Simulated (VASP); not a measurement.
The system is Si5Br2.

```
Si Br
1.0
     4.50099    0.00000    0.00000
     0.00000    4.77029    0.00000
     0.00000    0.00000    7.61019
Si Br
5 2
Direct
  0.00000 0.00000 0.31900
  0.00000 0.00000 0.68100
  0.50000 0.50000 0.50000
  0.50000 0.00000 0.00000
  0.00000 0.50000 0.00000
  0.50000 0.00000 0.50000
  0.00000 0.00000 0.00000
```

```yaml
Program: VASP 6.6.1
Task: relaxation of cell and atoms
Functional: PBE
Potentials_or_basis: VASP PAW PBE potentials, release 64 (Si, Br)
Cutoff: 600 eV
k_mesh: 4 × 4 × 2
Occupations: gaussian, width 0.1 eV
Spin: no spin polarisation
```

At the start: pressure 13.1 GPa; volume 23.34 Å³/atom.

Problem. Where does the relaxation end?

Solution. Over 13 steps the energy falls by 367.0 meV/atom and the volume is 31.06 Å³/atom (+33.1 %); space group Pmmm (No. 47, to 0.05 Å).

Step by step:
```
step  energy change (eV)  largest force (eV/Å)  pressure (GPa)  volume (Å³)
   1              0.0000                1.1921           13.11       163.40
   2             -1.9729                1.2430           -0.02       212.60
   3             -1.9900                1.4248           -0.95       220.95
   4             -2.2971                1.4583           -0.84       220.14
   5             -1.8860                4.5613            2.30       216.68
   6             -2.4421                1.2445           -0.67       219.49
   7             -2.5091                0.3740            0.16       218.20
   8             -2.5324                0.5386           -0.31       218.77
   9             -2.5351                0.3700           -0.23       218.64
  10             -2.5623                0.1818            0.19       216.68
  11             -2.5624                0.2012            0.20       216.62
  12             -2.5678                0.0881           -0.04       217.74
  13             -2.5689                0.0093            0.02       217.41
```

Final structure:
```
CELL_PARAMETERS angstrom
5.29582 0.00000 0.00000
0.00000 5.26364 0.00000
0.00000 0.00000 7.79949
ATOMIC_POSITIONS crystal
Si 0.00000 0.00000 0.35355
Si 0.00000 0.00000 0.64645
Si 0.50000 0.50000 0.50000
Si 0.50000 0.00000 0.00000
Si 0.00000 0.50000 0.00000
Br 0.50000 0.00000 0.50000
Br 0.00000 0.00000 0.00000
```

Caveat: the k points lie up to 0.40 Å⁻¹ apart in the final cell; the volume moved by over 15 % at a fixed basis, so the end points are rough.
